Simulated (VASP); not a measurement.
Ge3PdF4: single point with PBE

Crystal: Ge3PdF4.

```xyz
8
Lattice="4.6024 0.0000 0.0000 0.0000 4.6024 0.0000 0.0000 0.0000 4.6024" Properties=species:S:1:pos:R:3 pbc="T T T"
Ge    2.3012    0.0000    0.0000
Ge    0.0000    2.3012    0.0000
Ge    0.0000    0.0000    2.3012
Pd    2.3012    2.3012    2.3012
F     0.0000    2.3012    2.3012
F     2.3012    0.0000    2.3012
F     2.3012    2.3012    0.0000
F     0.0000    0.0000    0.0000
```

```json
{"Program": "VASP 6.6.1", "Task": "single point", "Functional": "PBE", "Potentials or basis": "VASP PAW PBE potentials, release 64 (Ge_d, Pd, F)", "Cutoff": "520 eV", "k mesh": "4 × 4 × 4", "Occupations": "gaussian, width 0.1 eV", "Spin": "collinear spin", "Starting moments": "[0.0, 0.0, 0.0, 1.0, 0.0, 0.0, 0.0, 0.0] μB"}
```

```yaml
Pressure: 33.8 GPa
Band_gap_on_the_k_mesh: zero (filled and empty bands overlap)
Net_moment: 0.00 μB per cell
Valence_electrons_inside_the_program's_atomic_spheres: Ge 12.10; Pd 9.34; F 6.06, 6.08 (each value once)
```

Levels at points of the mesh, in eV from the Fermi level:
Spin up:
```
           k point  band 37  band 38  band 39  band 40  band 41  band 42
(0.00, 0.00, 0.00)    -2.39    -1.53    -1.53     1.41     1.41     1.41
(0.50, 0.00, 0.00)    -2.00    -1.67    -0.85     0.44     1.35     1.88
(0.50, 0.50, 0.00)    -1.98    -1.73    -0.56    -0.43    -0.04     0.73
(0.50, 0.50, 0.50)    -1.82    -1.82    -1.62    -1.62    -1.62    -0.02
```
Spin down:
| k point | band 35 | band 36 | band 37 | band 38 | band 39 | band 40 | band 41 | band 42 | band 43 | band 44 |
| --- | --- | --- | --- | --- | --- | --- | --- | --- | --- | --- |
| (0.00, 0.00, 0.00) | -2.39 | -2.39 | -2.39 | -1.53 | -1.53 | 1.41 | 1.41 | 1.41 | 2.66 | 4.21 |
| (0.50, 0.00, 0.00) | -2.35 | -2.00 | -2.00 | -1.68 | -0.85 | 0.44 | 1.35 | 1.88 | 1.88 | 2.01 |
| (0.50, 0.50, 0.00) | -2.11 | -1.98 | -1.98 | -1.73 | -0.56 | -0.43 | -0.04 | 0.73 | 0.73 | 1.86 |
| (0.50, 0.50, 0.50) | -2.69 | -1.82 | -1.82 | -1.82 | -1.62 | -1.62 | -1.62 | -0.03 | -0.03 | 3.03 |

It took 90 s on 1 thread of Intel(R) Xeon(R) Platinum 8488C (Sapphire Rapids), with other jobs on the host, peak memory 0.28 GiB.

Caveat: the cell stands under pressure.
